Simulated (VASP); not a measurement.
A run of VASP 6.6.1:

INCAR

```
SYSTEM = InP
ALGO = Normal
EDIFF = 1E-6
ENCUT = 520
GGA = PE
ISIF = 2
ISMEAR = 0
LASPH = .True.
LCHARG = .False.
LREAL = .False.
LWAVE = .False.
NBANDS = 16
NELM = 100
PREC = Accurate
SIGMA = 0.1
```

KPOINTS

```
k-points
0
Gamma
  4 4 6
  0 0 0
```

File POSCAR:

```
InP
1.0
    4.1564057000      0.0000000000      0.0000000000
    0.0000000000      4.1564057000      0.0000000000
    0.0000000000      0.0000000000      2.6538418300
In P
1 1
Direct
    0.5000000000      0.5000000000      0.5205863400
    0.0000000000      0.0000000000      0.9206826100
```

Potentials or basis: VASP PAW PBE potentials, release 64 (In_d, P).

The run is started by

```sh
$ cat potpaw_PBE.64/In_d/POTCAR potpaw_PBE.64/P/POTCAR > POTCAR
$ mpirun -np 1 vasp_std > vasp.out
```

Hardware: 1 thread of AMD EPYC 9R45 96-Core Processor (Zen 5) (shared host).

Problem. How long does it take, and how much memory?

Solution. It took 7.4 s on 1 thread of AMD EPYC 9R45 96-Core Processor (Zen 5) (shared host), peak memory 0.13 GiB. Counts: scf iterations 12, k points 24.
